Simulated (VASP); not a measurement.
# RbAl (P4/mmm) in VASP: single point with PBE

Aim: the single point of RbAl with PBE.

Everything below comes from runs of VASP 6.6.1. Logs are shortened: lines on timing, memory, paths and dates and some standing lists are left out, and cuts for length are marked.

### 1 The cell of the first run

It takes space group P4/mmm (No. 123, tetragonal). The conventional cell has a = 4.154 Å, b = 4.154 Å, c = 3.589 Å, α = 90.00°, β = 90.00°, γ = 90.00°. Rb (site symmetry 4/mmm) has 4 Al at 2.94 Å and 2 Rb at 3.59 Å within 3.9 Å. Al (site symmetry 4/mmm) has 4 Rb at 2.94 Å and 2 Al at 3.59 Å within 3.9 Å.

### 2 Single point, PBE

INCAR reads:

```
SYSTEM = RbAl
PREC = Accurate ; ENCUT = 520
EDIFF = 1E-6 ; ISMEAR = 0
SIGMA = 0.1 ; LREAL = .False.
LASPH = .True. ; NELM = 80
ALGO = Fast ; ISIF = 2
LWAVE = .False. ; LCHARG = .False.
GGA = PE ; NBANDS = 13
```

KPOINTS reads:

```
regular mesh
0
Gamma
  4 4 6
  0 0 0
```

POSCAR reads:

```
RbAl
1.0
    4.1542864700      0.0000000000      0.0000000000
    0.0000000000      4.1542864700      0.0000000000
    0.0000000000      0.0000000000      3.5887321000
Rb Al
1 1
Direct
    0.5000000000      0.5000000000      0.5000000000
    0.0000000000      0.0000000000      0.5000000000
```

Potentials or basis: VASP PAW PBE potentials, release 64 (Rb_sv, Al).

Launch:

```sh
$ cat potpaw_PBE.64/Rb_sv/POTCAR potpaw_PBE.64/Al/POTCAR > POTCAR
$ mpirun -np 1 vasp_std > vasp.out
```

OUTCAR:

```text
SYSTEM = RbAl
   PREC = Accurate
   ENCUT = 520
   EDIFF = 1E-6
   ISMEAR = 0
   LREAL = .False.
   LASPH = .True.
   NELM = 80
   ISIF = 2
   GGA = PE

 ion  position               nearest neighbor table
   1  0.500  0.500  0.500-   2 2.94   2 2.94   2 2.94   2 2.94
   2  0.000  0.000  0.500-   1 2.94   1 2.94   1 2.94   1 2.94

  LATTYP: Found a simple tetragonal cell.
 ALAT       =     4.1542864700
 C/A-ratio  =     0.8638624529

  Lattice vectors:

 A1 = (   4.1542864700,   0.0000000000,   0.0000000000)
 A2 = (   0.0000000000,   4.1542864700,   0.0000000000)
 A3 = (   0.0000000000,   0.0000000000,   3.5887321000)

Analysis of symmetry for initial positions (statically):
=====================================================================
 Subroutine PRICEL returns:
 Original cell was already a primitive cell.

 Routine SETGRP: Setting up the symmetry group for a
 simple tetragonal supercell.

 Subroutine GETGRP returns: Found 16 space group operations
 (whereof 16 operations were pure point group operations)
 out of a pool of 16 trial point group operations.

The static configuration has the point symmetry D_4h.

Analysis of symmetry for dynamics (positions and initial velocities):
=====================================================================
 Subroutine PRICEL returns:
 Original cell was already a primitive cell.

 Routine SETGRP: Setting up the symmetry group for a
 simple tetragonal supercell.

 Subroutine GETGRP returns: Found 16 space group operations
 (whereof 16 operations were pure point group operations)
 out of a pool of 16 trial point group operations.

The dynamic configuration has the point symmetry D_4h.

 Subroutine INISYM returns: Found 16 space group operations
 (whereof 16 operations are pure point group operations),
 and found     1 'primitive' translations

----------------------------------------------------------------------------------------

                                     Primitive cell

  volume of cell :      61.9347

  direct lattice vectors                    reciprocal lattice vectors
     4.154286470  0.000000000  0.000000000     0.240715224  0.000000000  0.000000000
     0.000000000  4.154286470  0.000000000     0.000000000  0.240715224  0.000000000
     0.000000000  0.000000000  3.588732100     0.000000000  0.000000000  0.278649944

  length of vectors
     4.154286470  4.154286470  3.588732100     0.240715224  0.240715224  0.278649944

  position of ions in fractional coordinates (direct lattice)
     0.500000000  0.500000000  0.500000000
     0.000000000  0.000000000  0.500000000

  ion indices of the primitive-cell ions
   primitive index   ion index
                 1           1
                 2           2

----------------------------------------------------------------------------------------

 KPOINTS: regular mesh

Automatic generation of k-mesh.
 Grid dimensions read from file:
 generate k-points for:    4    4    6

 Generating k-lattice:

  Cartesian coordinates                     Fractional coordinates (reciprocal lattice)
     0.060178806  0.000000000  0.000000000     0.250000000  0.000000000  0.000000000
     0.000000000  0.060178806  0.000000000     0.000000000  0.250000000  0.000000000
     0.000000000  0.000000000  0.046441657     0.000000000  0.000000000  0.166666667

  Length of vectors
     0.060178806  0.060178806  0.046441657

  Shift w.r.t. Gamma in fractional coordinates (k-lattice)
     0.000000000  0.000000000  0.000000000

 Subroutine IBZKPT returns following result:
 ===========================================

 Found     24 irreducible k-points:

 Following reciprocal coordinates:
            Coordinates               Weight
  0.000000  0.000000  0.000000      1.000000
  0.250000  0.000000  0.000000      4.000000
  0.500000  0.000000  0.000000      2.000000
  0.250000  0.250000  0.000000      4.000000
  0.500000  0.250000  0.000000      4.000000
  0.500000  0.500000  0.000000      1.000000
[... 16 lines left out ...]
  0.500000  0.250000  0.500000      4.000000
  0.500000  0.500000  0.500000      1.000000
   k-points           NKPTS =     24   k-points in BZ     NKDIM =     24   number of bands    NBANDS=     13
   number of dos      NEDOS =    301   number of ions     NIONS =      2
   total plane-waves  NPLWV =  28672
   dimension x,y,z NGX =    32 NGY =   32 NGZ =   28
   dimension x,y,z NGXF=    64 NGYF=   64 NGZF=   56
   ions per type =               1   1
   NGX,Y,Z   is equivalent  to a cutoff of  12.81, 12.81, 12.97 a.u.
   NGXF,Y,Z  is equivalent  to a cutoff of  25.61, 25.61, 25.94 a.u.
 SYSTEM =  RbAl
   PREC   = accura    normal or accurate (medium, high low for compatibility)
   ISTART =      0    job   : 0-new  1-cont  2-samecut
   ICHARG =      2    charge: 1-file 2-atom 10-const
   ISPIN  =      1    spin polarized calculation?
   LNONCOLLINEAR =      F non collinear calculations
   LSORBIT =      F    spin-orbit coupling
   LASPH  =      T    aspherical Exc in radial PAW
   ENCUT  =  520.0 eV  38.22 Ry    6.18 a.u.   7.72  7.72  6.67*2*pi/ulx,y,z
   NELM   =     80;   NELMIN=  2; NELMDL= -5     # of ELM steps
   EDIFF  = 0.1E-05   stopping-criterion for ELM
   LREAL  =      F    real-space projection
   EDIFFG = 0.1E-04   stopping-criterion for IOM
   NSW    =      0    number of steps for IOM
   IBRION =     -1    ionic relax: 0-MD 1-quasi-New 2-CG
   NFREE  =      0    steps in history (QN), initial steepest desc. (CG)
   ISIF   =      2    stress and relaxation
   ISYM   =      2    0-nonsym 1-usesym 2-fastsym
   POTIM  = 0.5000    time-step for ionic-motion
   TEBEG  =    0.0;   TEEND  =   0.0 temperature during run
   PSTRESS=    0.0 pullay stress
   NELECT =      12.0000    total number of electrons
   NUPDOWN=      -1.0000    fix difference up-down
   EMIN   =  10.00;   EMAX   =-10.00  energy-range for DOS
   EFERMI =   0.00;   METHOD = LEGACY
   ISMEAR =     0;   SIGMA  =   0.10  broadening in eV -4-tet -1-fermi 0-gaus
   EFERMI_NEDOS =   21; number of points for ismear=-14 and -15
   IALGO  =     68    algorithm
   IMIX   =      4    mixing-type and parameters
     AMIX     =   0.40;   BMIX     =  1.00
     AMIX_MAG =   1.60;   BMIX_MAG =  1.00
  volume/ion in A,a.u.               =      30.97       208.98
  Fermi-wavevector in a.u.,A,eV,Ry     =   0.947307  1.790150 12.209732  0.897390
  Thomas-Fermi vector in A             =   2.075388
   LORBIT       =      0    0 simple, 1 ext, 2 COOP (PROOUT), +10 PAW based schemes
   GGA     = PE    functional components
   LHFCALC =     F    Hartree Fock is set to
   AEXX    =    0.0000 exact exchange contribution
   IVDW    =     0    specifies the selected vdW correction
   LEPSILON=     F    determine dielectric tensor
   LRPA    =     F    only Hartree local field effects (RPA)
 non-spin polarized calculation
 RMM-DIIS sequential band-by-band and
 Gauss-broadening in eV      SIGMA  =   0.10
  energy-cutoff  :      520.00
  volume of cell :       61.93
 maximum number of plane-waves:      1712
 NGX is ok and might be reduce to    32
   NGX = 15   NGY = 15   NGZ = 13

 number of electron      12.0000000 magnetization

 Free energy of the ion-electron system (eV)
  ---------------------------------------------------
  ext. energy  EPLUGINS =         0.00000000
  ---------------------------------------------------
  free energy    TOTEN  =        -1.90117939 eV

  energy without entropy =       -1.89147714  energy(sigma->0) =       -1.89632827

 E-fermi :   2.9061     XC(G=0):  -8.3518

 val. band max:        2.8944968855   @ k =   0.5000   0.2500   0.3333
 cond. band min:       3.3174610595   @ k =   0.2500   0.2500   0.3333
 fundamental gap:      0.4229641740
 Fermi energy:         2.9061466242

 k-point     1 :       0.0000    0.0000    0.0000
  band No.  band energies     occupation
      1     -25.1188      2.00000
      2      -9.3051      2.00000
      3      -9.3051      2.00000
      4      -8.7623      2.00000
      5      -3.0695      2.00000
      6       3.9376      0.00000
      7       5.1888      0.00000
      8       5.5879      0.00000
      9       5.5879      0.00000
     10       7.5162      0.00000
     11       7.8663      0.00000
     12       9.2176      0.00000
     13      10.6929      0.00000

 k-point     2 :       0.2500    0.0000    0.0000
  band No.  band energies     occupation
      1     -25.1060      2.00000
      2      -9.6180      2.00000
      3      -9.2726      2.00000
      4      -8.7464      2.00000
      5      -2.2680      2.00000
      6       2.6405      1.99983
      7       4.2546      0.00000
      8       5.4141      0.00000
      9       6.3670      0.00000
     10       7.0821      0.00000
     11      10.0786      0.00000
     12      10.6439      0.00000
     13      11.2614      0.00000

 k-point     3 :       0.5000    0.0000    0.0000
  band No.  band energies     occupation
      1     -25.0932      2.00000
      2      -9.8937      2.00000
      3      -9.2395      2.00000
      4      -8.7304      2.00000
      5      -1.0369      2.00000
      6       0.9239      2.00000
      7       3.5198      0.00000
      8       5.9572      0.00000
      9       6.7151      0.00000
     10       8.4313      0.00000
     11      10.0914      0.00000
     12      10.1070      0.00000
     13      11.3871      0.00000
[... 305 lines left out ...]
 k-point    23 :       0.5000    0.2500    0.5000
  band No.  band energies     occupation
      1     -24.9952      2.00000
      2      -9.6323      2.00000
      3      -9.6181      2.00000
      4      -9.3438      2.00000
      5       0.0645      2.00000
      6       1.7245      2.00000
      7       3.5239      0.00000
      8       4.6678      0.00000
      9       4.8265      0.00000
     10       5.9915      0.00000
     11       9.6195      0.00000
     12      10.8830      0.00000
     13      11.9326      0.00000

 k-point    24 :       0.5000    0.5000    0.5000
  band No.  band energies     occupation
      1     -24.9845      2.00000
      2      -9.6013      2.00000
      3      -9.5456      2.00000
      4      -9.5456      2.00000
      5      -0.4666      2.00000
      6       2.7602      1.96092
      7       3.9641      0.00000
      8       3.9641      0.00000
      9       5.1284      0.00000
     10       5.1284      0.00000
     11       9.7463      0.00000
     12      10.7507      0.00000
     13      11.7690      0.00000

------------------------ aborting loop because EDIFF is reached ----------------------------------------

  FORCE on cell =-STRESS in cart. coord.  units (eV):
  Direction    XX          YY          ZZ          XY          YZ          ZX
  --------------------------------------------------------------------------------------
  -------------------------------------------------------------------------------------
  Total        6.1197640      6.1197640     -0.8256426      0.0000000      0.0000000     -0.0000000
  in kB      158.3110898    158.3110898    -21.3584014      0.0000000      0.0000000     -0.0000000
  external PRESSURE =      98.4212594 kB  Pullay stress =       0.0000000 kB

 VOLUME and BASIS-vectors are now :
 -----------------------------------------------------------------------------
  energy-cutoff  :      520.00
  volume of cell :       61.93
      direct lattice vectors                 reciprocal lattice vectors
     4.154286470  0.000000000  0.000000000     0.240715224  0.000000000  0.000000000
     0.000000000  4.154286470  0.000000000     0.000000000  0.240715224  0.000000000
     0.000000000  0.000000000  3.588732100     0.000000000  0.000000000  0.278649944

 POSITION                                       TOTAL-FORCE (eV/Angst)
 -----------------------------------------------------------------------------------
      2.07714      2.07714      1.79437         0.000000      0.000000      0.000000
      0.00000      0.00000      1.79437         0.000000      0.000000      0.000000
 -----------------------------------------------------------------------------------
    total drift:                                0.000000     -0.000000     -0.000000

  FREE ENERGIE OF THE ION-ELECTRON SYSTEM (eV)
  ---------------------------------------------------
  free  energy   TOTEN  =        -1.9011793925 eV

  energy  without entropy=       -1.8914771397  energy(sigma->0) =       -1.89632827
```

Wall time 8.4 s (1 thread of Intel Xeon 6975P-C (Granite Rapids), shared host); peak memory 0.17 GiB.

What came out:

| Quantity | Value |
| --- | --- |
| Free energy | -1.9012 eV |
| Pressure | 9.8 GPa |
| Band gap on the k mesh | zero (band 6 reaches 4.16 eV, above the bottom of band 7 at 2.41 eV) |

Levels at points of the mesh, in eV from the Fermi level:
```csv
k point,band 4,band 5,band 6,band 7,band 8,band 9
"(0.00, 0.00, 0.00)",-11.67,-5.98,1.03,2.28,2.68,2.68
"(0.50, 0.00, 0.00)",-11.64,-3.94,-1.98,0.61,3.05,3.81
"(0.50, 0.50, 0.00)",-11.61,-4.87,0.55,0.55,2.91,5.42
"(0.00, 0.00, 0.50)",-12.09,-4.29,-1.34,2.14,3.84,3.84
"(0.50, 0.00, 0.50)",-12.03,-2.19,-1.67,-0.50,1.51,3.00
"(0.50, 0.50, 0.50)",-12.45,-3.37,-0.15,1.06,1.06,2.22
```

Caveat: the k points lie up to 0.38 Å⁻¹ apart.
